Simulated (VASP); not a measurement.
Wanted: the native input for a VASP 6.6.1 run.

```
Task                   : electric field gradients
Functional             : PBEsol
Potentials or basis    : VASP PAW PBE potentials, release 64 (Ag, B)
Cutoff                 : 520 eV
k mesh                 : 16 × 16 × 13
Occupations            : fermi-dirac, width 0.05 eV
Spin                   : no spin polarisation
Dipole correction      : no
Further INCAR settings : ALGO = Normal; EDIFF = 1e-08; NBANDS = 16
```

The structure of AgB2 lies in POSCAR:

```
AgB2
1.0
    2.9899681152      0.0000000000      0.0000000000
   -1.4949840577      2.5893883443      0.0000000000
    0.0000000000      0.0000000000      3.2291637987
Ag B
1 2
Direct
    0.0000000000      0.0000000000      0.0000000000
    0.3333333333      0.6666666667      0.5000000000
    0.6666666667      0.3333333333      0.5000000000
```

This cell differs from its parent crystal: volume scaled by 0.99.

One way to write it, as run:

INCAR

```
ALGO = Normal
EDIFF = 1E-8
ENCUT = 520
GGA = PS
ISIF = 2
ISMEAR = -1
LASPH = T
LCHARG = F
LEFG = T
LREAL = F
LWAVE = F
NBANDS = 16
NELM = 80
PREC = Accurate
SIGMA = 0.05
```

KPOINTS

```
k-points
0
Gamma
  16 16 13
```

Potentials or basis: VASP PAW PBE potentials, release 64 (Ag, B).

Command:

```console
$ cat potpaw_PBE.64/Ag/POTCAR potpaw_PBE.64/B/POTCAR > POTCAR
$ mpirun -np 1 vasp_std > vasp.out
```

Results of the run:

```
Pressure : 50.7 GPa
```

Caveat: without QUAD_EFG the Cq values of the log hold for a quadrupole moment of 1 mb, not for the nuclei; the PAW data sets were made with another functional, which shifts forces and pressure a little.

It took 68 s on 1 thread of Intel(R) Xeon(R) Platinum 8175M CPU @ 2.50GHz (Skylake/Cascade Lake), on a shared host, peak memory 0.21 GiB.
